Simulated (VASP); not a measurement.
# As (P4_2/mnm) in VASP: a series of runs, part 2 of 2

VASP 6.6.1. The steps go on from the part before.

**4. Relaxation of cell and atoms, PBE**

This run uses another cell than the first one, of 21.53 Å³/atom.

Input file INCAR:

```
ALGO = Normal
EDIFF = 1E-6
EDIFFG = -0.04
ENCUT = 600
GGA = PE
IBRION = 2
ISIF = 3
ISMEAR = 0
LASPH = True
LCHARG = False
LREAL = False
LWAVE = False
NELM = 80
NSW = 90
PREC = Accurate
SIGMA = 0.1
```

Input file KPOINTS:

```
k-points
0
Gamma
  4 4 6
```

Input file POSCAR:

```
As
1.0
    5.2103367200      0.0000000000      0.0000000000
    0.0000000000      5.2103367200      0.0000000000
    0.0000000000      0.0000000000      3.1723584700
As
4
Direct
    0.7974080100      0.7974080100      0.0000000000
    0.2025919900      0.2025919900      0.0000000000
    0.7025919900      0.2974080100      0.5000000000
    0.2974080100      0.7025919900      0.5000000000
```

Potentials or basis: VASP PAW PBE potentials, release 64 (As).

The run is started by

```sh
cat potpaw_PBE.64/As/POTCAR > POTCAR
mpirun -np 1 vasp_std > vasp.out
```

OUTCAR:

```text
EDIFF = 1E-6
   EDIFFG = -0.04
   ENCUT = 600
   GGA = PE
   IBRION = 2
   ISIF = 3
   ISMEAR = 0
   LASPH = True
   LREAL = False
   NELM = 80
   NSW = 90
   PREC = Accurate

 ion  position               nearest neighbor table
   1  0.797  0.797  0.000-
   2  0.203  0.203  0.000-
   3  0.703  0.297  0.500-
   4  0.297  0.703  0.500-

  LATTYP: Found a simple tetragonal cell.
 ALAT       =     5.2103367200
 C/A-ratio  =     0.6088586286

  Lattice vectors:

 A1 = (   5.2103367200,   0.0000000000,   0.0000000000)
 A2 = (   0.0000000000,   5.2103367200,   0.0000000000)
 A3 = (   0.0000000000,   0.0000000000,   3.1723584700)

Analysis of symmetry for initial positions (statically):
=====================================================================
 Subroutine PRICEL returns:
 Original cell was already a primitive cell.

 Routine SETGRP: Setting up the symmetry group for a
 simple tetragonal supercell.

 Subroutine GETGRP returns: Found 16 space group operations
 (whereof  8 operations were pure point group operations)
 out of a pool of 16 trial point group operations.

The static configuration has the point symmetry D_2h.
 The point group associated with its full space group is D_4h.

Analysis of symmetry for dynamics (positions and initial velocities):
=====================================================================
 Subroutine PRICEL returns:
 Original cell was already a primitive cell.

 Routine SETGRP: Setting up the symmetry group for a
 simple tetragonal supercell.

 Subroutine GETGRP returns: Found 16 space group operations
 (whereof  8 operations were pure point group operations)
 out of a pool of 16 trial point group operations.

The dynamic configuration has the point symmetry D_2h.
 The point group associated with its full space group is D_4h.

 Subroutine INISYM returns: Found 16 space group operations
 (whereof  8 operations are pure point group operations),
 and found     1 'primitive' translations

----------------------------------------------------------------------------------------

                                     Primitive cell

  volume of cell :      86.1219

  direct lattice vectors                    reciprocal lattice vectors
     5.210336720  0.000000000  0.000000000     0.191926176  0.000000000  0.000000000
     0.000000000  5.210336720  0.000000000     0.000000000  0.191926176  0.000000000
     0.000000000  0.000000000  3.172358470     0.000000000  0.000000000  0.315222888

  length of vectors
     5.210336720  5.210336720  3.172358470     0.191926176  0.191926176  0.315222888

  position of ions in fractional coordinates (direct lattice)
     0.797408010  0.797408010  0.000000000
     0.202591990  0.202591990  0.000000000
     0.702591990  0.297408010  0.500000000
     0.297408010  0.702591990  0.500000000

  ion indices of the primitive-cell ions
   primitive index   ion index
                 1           1
                 2           2
                 3           3
                 4           4

----------------------------------------------------------------------------------------

 KPOINTS: k-points
[... 30 lines left out ...]
  0.500000  0.500000  0.000000      1.000000
[... 16 lines left out ...]
  0.500000  0.250000  0.500000      4.000000
  0.500000  0.500000  0.500000      1.000000
   k-points           NKPTS =     24   k-points in BZ     NKDIM =     24   number of bands    NBANDS=     14
   number of dos      NEDOS =    301   number of ions     NIONS =      4
   total plane-waves  NPLWV =  49392
   dimension x,y,z NGX =    42 NGY =   42 NGZ =   28
   dimension x,y,z NGXF=    84 NGYF=   84 NGZF=   56
   ions per type =               4
   NGX,Y,Z   is equivalent  to a cutoff of  13.40, 13.40, 14.67 a.u.
   NGXF,Y,Z  is equivalent  to a cutoff of  26.80, 26.80, 29.35 a.u.
 SYSTEM =  unknown system
   PREC   = accura    normal or accurate (medium, high low for compatibility)
   ISTART =      0    job   : 0-new  1-cont  2-samecut
   ICHARG =      2    charge: 1-file 2-atom 10-const
   ISPIN  =      1    spin polarized calculation?
   LNONCOLLINEAR =      F non collinear calculations
   LSORBIT =      F    spin-orbit coupling
   LASPH  =      T    aspherical Exc in radial PAW
   ENCUT  =  600.0 eV  44.10 Ry    6.64 a.u.  10.41 10.41  6.34*2*pi/ulx,y,z
   NELM   =     80;   NELMIN=  2; NELMDL= -5     # of ELM steps
   EDIFF  = 0.1E-05   stopping-criterion for ELM
   LREAL  =      F    real-space projection
   EDIFFG = -.4E-01   stopping-criterion for IOM
   NSW    =     90    number of steps for IOM
   IBRION =      2    ionic relax: 0-MD 1-quasi-New 2-CG
   NFREE  =      1    steps in history (QN), initial steepest desc. (CG)
   ISIF   =      3    stress and relaxation
   ISYM   =      2    0-nonsym 1-usesym 2-fastsym
   POTIM  = 0.5000    time-step for ionic-motion
   TEBEG  =    0.0;   TEEND  =   0.0 temperature during run
   PSTRESS=    0.0 pullay stress
   NELECT =      20.0000    total number of electrons
   NUPDOWN=      -1.0000    fix difference up-down
   EMIN   =  10.00;   EMAX   =-10.00  energy-range for DOS
   EFERMI =   0.00;   METHOD = LEGACY
   ISMEAR =     0;   SIGMA  =   0.10  broadening in eV -4-tet -1-fermi 0-gaus
   EFERMI_NEDOS =   21; number of points for ismear=-14 and -15
   IALGO  =     38    algorithm
   IMIX   =      4    mixing-type and parameters
     AMIX     =   0.40;   BMIX     =  1.00
     AMIX_MAG =   1.60;   BMIX_MAG =  1.00
  volume/ion in A,a.u.               =      21.53       145.29
  Fermi-wavevector in a.u.,A,eV,Ry     =   1.006268  1.901570 13.776916  1.012575
  Thomas-Fermi vector in A             =   2.138999
   LORBIT       =      0    0 simple, 1 ext, 2 COOP (PROOUT), +10 PAW based schemes
   GGA     = PE    functional components
   LHFCALC =     F    Hartree Fock is set to
   AEXX    =    0.0000 exact exchange contribution
   IVDW    =     0    specifies the selected vdW correction
   LEPSILON=     F    determine dielectric tensor
   LRPA    =     F    only Hartree local field effects (RPA)
 conjugate gradient relaxation of ions
 non-spin polarized calculation
 Gauss-broadening in eV      SIGMA  =   0.10
  energy-cutoff  :      600.00
  volume of cell :       86.12
 maximum number of plane-waves:      2932
 NGX is ok and might be reduce to    42
   NGX = 21   NGY = 21   NGZ = 13

--------------------------------------- Ionic step        1  -------------------------------------------

 number of electron      19.9999997 magnetization

 Free energy of the ion-electron system (eV)
  ---------------------------------------------------
  ext. energy  EPLUGINS =         0.00000000
  ---------------------------------------------------
  free energy    TOTEN  =       -16.61797675 eV

  energy without entropy =      -16.60971977  energy(sigma->0) =      -16.61384826

------------------------ aborting loop because EDIFF is reached ----------------------------------------

  FORCE on cell =-STRESS in cart. coord.  units (eV):
  Direction    XX          YY          ZZ          XY          YZ          ZX
  --------------------------------------------------------------------------------------
  -------------------------------------------------------------------------------------
  Total       -3.3479999     -3.3479999     -4.4990044      0.0000000      0.0000000      0.0000000
  in kB      -62.2848151    -62.2848151    -83.6976307      0.0000000      0.0000000      0.0000000
  external PRESSURE =     -69.4224203 kB  Pullay stress =       0.0000000 kB
[... 95 lines left out ...]
  FREE ENERGIE OF THE ION-ELECTRON SYSTEM (eV)
  ---------------------------------------------------
  free  energy   TOTEN  =       -16.8337109039 eV

  energy  without entropy=      -16.8271506687  energy(sigma->0) =      -16.83043079

[... ionic steps 4 to 9 ...]

--------------------------------------- Ionic step       10  -------------------------------------------

 number of electron      19.9999999 magnetization

------------------------ aborting loop because EDIFF is reached ----------------------------------------
[... 71 lines left out ...]
--------------------------------------- Ionic step       12  -------------------------------------------

 number of electron      19.9999999 magnetization

 Free energy of the ion-electron system (eV)
  ---------------------------------------------------
  ext. energy  EPLUGINS =         0.00000000
  ---------------------------------------------------
  free energy    TOTEN  =       -16.86134766 eV

  energy without entropy =      -16.86028676  energy(sigma->0) =      -16.86081721

 E-fermi :   6.3703     XC(G=0): -10.6896

 val. band max:        6.2033729282   @ k =   0.2500   0.2500   0.3333
 cond. band min:       6.5147927900   @ k =   0.2500   0.2500   0.5000
 fundamental gap:      0.3114198618
 Fermi energy:         6.3703086521

 k-point     1 :       0.0000    0.0000    0.0000
  band No.  band energies     occupation
      1      -8.6832      2.00000
      2      -4.8063      2.00000
      3      -4.8063      2.00000
      4      -2.7352      2.00000
      5      -0.0403      2.00000
      6       0.4243      2.00000
      7       2.9766      2.00000
      8       2.9766      2.00000
      9       7.0078      0.00000
     10       7.5636      0.00000
     11      10.6556      0.00000
     12      10.6556      0.00000
     13      11.5042      0.00000
     14      11.6050      0.00000
[... 420 lines left out ...]
  FREE ENERGIE OF THE ION-ELECTRON SYSTEM (eV)
  ---------------------------------------------------
  free  energy   TOTEN  =       -16.8613476555 eV

  energy  without entropy=      -16.8602867577  energy(sigma->0) =      -16.86081721

 reached required accuracy - stopping structural energy minimisation
```

It took 3.5 min on 1 thread of Intel Xeon Platinum 8259CL at 2.50GHz (Skylake/Cascade Lake), shared host; peak memory 0.23 GiB.

What came out:

```yaml
Free_energy: -16.8613 eV
Relaxed_volume: 19.37 Å³/atom
Relaxed_cell: a = 5.138 Å, b = 5.138 Å, c = 2.935 Å, α = 90.00°, β = 90.00°, γ = 90.00°
Space_group_after_relaxing_to_0.1_Å: P4_2/mnm (No. 136)
Energy_gained_by_relaxing: 60.8 meV/atom
Ionic_steps: 12
Pressure_after_relaxing: -0.1 GPa
Largest_force_after_relaxing: 0.032 eV/Å
```

Forces on the atoms (eV/Å):
```
As  -0.023 -0.023  0.000
As   0.023  0.023  0.000
As   0.023 -0.023  0.000
As  -0.023  0.023  0.000
```

Step by step:
```
step  energy change (eV)  largest force (eV/Å)  pressure (GPa)  volume (Å³)
   1              0.0000                0.0914           -6.94        86.12
   2             -0.1967                0.1246            2.93        75.00
   3             -0.2157                0.1165            0.25        77.30
   4             -0.2261                0.1007            0.27        77.23
   5             -0.2283                0.0855            0.29        77.20
   6             -0.2363                0.0505            0.29        77.13
   7             -0.2378                0.0279            0.59        76.97
   8             -0.2424                0.0354            0.37        77.06
   9             -0.2427                0.0329            0.42        77.04
  10             -0.2427                0.0335            0.41        77.04
  11             -0.2430                0.0305           -0.41        77.80
  12             -0.2434                0.0319           -0.06        77.47
```

Final structure:
```xyz
4
Lattice="5.1380 0.0000 0.0000 0.0000 5.1380 0.0000 0.0000 0.0000 2.9347" Properties=species:S:1:pos:R:3 pbc="T T T"
As    4.0809    4.0809    0.0000
As    1.0571    1.0571    0.0000
As    3.6261    1.5119    1.4673
As    1.5119    3.6261    1.4673
```

Levels at points of the mesh, in eV from the Fermi level:
```csv
k point,band 7,band 8,band 9,band 10,band 11,band 12,band 13,band 14
"(0.00, 0.00, 0.00)",-3.39,-3.39,0.64,1.19,4.29,4.29,5.13,5.23
"(0.50, 0.00, 0.00)",-1.77,-1.77,1.25,1.25,2.37,2.37,4.48,4.48
"(0.50, 0.50, 0.00)",-1.30,-1.30,-0.65,-0.65,0.81,0.81,3.33,3.33
"(0.00, 0.00, 0.50)",-3.77,-3.77,-2.21,-2.21,-1.40,-1.40,0.32,0.32
"(0.50, 0.00, 0.50)",-4.12,-4.12,-2.07,-2.07,-1.04,-1.04,1.25,1.25
"(0.50, 0.50, 0.50)",-6.03,-6.03,1.43,1.43,1.77,1.77,1.78,1.78
```

Caveat: the highest band is partly filled, so the run has too few bands.

**5. Relaxation of cell and atoms, PBE**

Input file INCAR:

```
SYSTEM = As
  PREC = Accurate
  ENCUT = 600
  EDIFF = 1E-7
  ISMEAR = 0
  SIGMA = 0.1
  LREAL = .FALSE.
  LASPH = .TRUE.
  NELM = 80
  ALGO = Normal
  ISIF = 3
  LWAVE = .FALSE.
  LCHARG = .FALSE.
  GGA = PE
  IBRION = 2
  NSW = 100
  EDIFFG = -0.01
```

Input file KPOINTS:

```
regular mesh
0
G
  10 10 16
  0 0 0
```

Input file POSCAR:

```
As
1.0
    5.0823570639      0.0000000000      0.0000000000
    0.0000000000      5.0823570639      0.0000000000
    0.0000000000      0.0000000000      2.9988864026
As
4
Direct
    0.7874449496      0.7874449496      0.0000000000
    0.2125550504      0.2125550504      0.0000000000
    0.7125550504      0.2874449496      0.5000000000
    0.2874449496      0.7125550504      0.5000000000
```

The run is started by

```sh
cat potpaw_PBE.64/As/POTCAR > POTCAR
mpirun -np 1 vasp_std > vasp.out
```

It took 41 min on 1 thread of Intel Xeon Platinum 8259CL at 2.50GHz (Skylake/Cascade Lake), shared host; peak memory 0.38 GiB.

Results (log left out):

```yaml
Free_energy: -16.9337 eV
Relaxed_volume: 19.09 Å³/atom
Relaxed_cell: a = 4.774 Å, b = 4.774 Å, c = 3.350 Å, α = 90.00°, β = 90.00°, γ = 90.00°
Space_group_after_relaxing_to_0.1_Å: Im-3m (No. 229)
Energy_gained_by_relaxing: 47.9 meV/atom
Ionic_steps: 35
Pressure_after_relaxing: 0.0 GPa
Band_gap_on_the_k_mesh: zero (bands 10 and 11 overlap by 3.74 eV)
```

Forces in eV/Å, atoms in the order of the input:
```
As   0.002  0.002  0.000
As  -0.002 -0.002  0.000
As  -0.002  0.002  0.000
As   0.002 -0.002  0.000
```

Stress tensor (GPa, compression positive):
```
 0.06  0.00  0.00
 0.00  0.06  0.00
 0.00  0.00 -0.08
```

Step by step:
```csv
step,energy change (eV),largest force (eV/Å),pressure (GPa),volume (Å³)
1,0.0000,0.1509,-0.19,77.46
2,-0.0048,0.1506,0.03,77.21
3,-0.0180,0.1486,0.72,76.44
4,-0.0362,0.1389,2.22,74.92
5,-0.0170,0.0818,6.03,71.90
6,-0.0391,0.1256,3.22,74.03
7,-0.0401,0.1247,3.22,74.02
8,-0.0428,0.1218,3.22,74.01
9,-0.0482,0.1160,3.22,73.99
10,-0.0581,0.1044,3.23,73.93
11,-0.0765,0.0807,3.31,73.82
12,-0.1115,0.0290,3.48,73.56
13,-0.1212,0.0918,4.18,72.96
14,-0.1275,0.0476,3.86,73.18
15,-0.1588,0.0543,1.90,74.69
16,-0.1715,0.0628,-0.50,76.79
17,-0.1716,0.0621,-0.28,76.59
18,-0.1747,0.0620,-0.24,76.55
19,-0.1813,0.0620,-0.08,76.43
20,-0.1824,0.0607,0.35,76.15
21,-0.1826,0.0610,0.28,76.19
22,-0.1830,0.0617,0.09,76.31
23,-0.1837,0.0593,-0.02,76.41
24,-0.1851,0.0522,-0.34,76.70
25,-0.1855,0.0381,-0.96,77.28
26,-0.1857,0.0432,-0.74,77.07
27,-0.1860,0.0424,-0.73,77.06
28,-0.1866,0.0402,-0.69,77.02
29,-0.1878,0.0355,-0.60,76.94
30,-0.1897,0.0260,-0.44,76.78
31,-0.1916,0.0060,-0.09,76.46
32,-0.1917,0.0012,0.00,76.38
33,-0.1917,0.0020,-0.02,76.39
34,-0.1917,0.0022,-0.01,76.38
35,-0.1918,0.0025,0.01,76.36
```

Final structure:
```yaml
crystal:
  lattice:
    - [4.77398, 0.00000, 0.00000]
    - [0.00000, 4.77398, 0.00000]
    - [0.00000, 0.00000, 3.35040]
  atoms:
    - { symbol: As, position: [0.74958, 0.74958, 0.00000] }
    - { symbol: As, position: [0.25042, 0.25042, 0.00000] }
    - { symbol: As, position: [0.75042, 0.24958, 0.50000] }
    - { symbol: As, position: [0.24958, 0.75042, 0.50000] }
```

Levels at points of the mesh, in eV from the Fermi level:
```
           k point  band 8  band 9  band 10  band 11  band 12  band 13
(0.00, 0.00, 0.00)   -2.23   -2.08     2.03     2.03     3.70     3.77
(0.50, 0.00, 0.00)   -0.58   -0.50    -0.50     0.77     0.77     3.49
(0.50, 0.50, 0.00)   -0.13    0.77     0.77     0.77     0.77     0.91
(0.00, 0.00, 0.50)   -3.15   -3.15    -3.15    -0.22    -0.22     0.81
(0.50, 0.00, 0.50)   -4.02   -1.73    -1.73    -1.72    -1.72     3.10
(0.50, 0.50, 0.50)   -6.43    1.94     1.94     1.94     1.94     4.33
```

**6. Overview**

```tsv
task	cell	k mesh	cutoff (eV)	gap on the mesh (eV)	pressure (GPa)	relaxed volume (Å³/atom)	largest force (eV/Å)
single point	a = 5.082, b = 5.082, c = 2.999 Å, 4 atoms, atomic positions A	4 × 4 × 6	520	none	0.0	-	0.03
single point	a = 5.210, b = 5.210, c = 3.172 Å, 4 atoms, atomic positions B	4 × 4 × 6	520	none	-6.9	-	0.09
relaxation of cell and atoms	relaxed from a = 5.210, b = 5.210, c = 3.172 Å, 4 atoms, atomic positions B	4 × 4 × 6	600	-	-0.1	19.37	0.03
relaxation of cell and atoms	relaxed from a = 5.082, b = 5.082, c = 2.999 Å, 4 atoms, atomic positions A	10 × 10 × 16	600	none	0.0	19.09	-
```

Alike in all rows: level PBE; potentials or basis VASP PAW PBE potentials, release 64 (As); no spin polarisation; smearing gaussian 0.1 eV.

Caveats: the cell stands under tension (at least some runs); the highest band is partly filled, so the run has too few bands (at least some runs).

Total energies depend on the potentials used, so only differences within one code and one set of settings carry meaning.
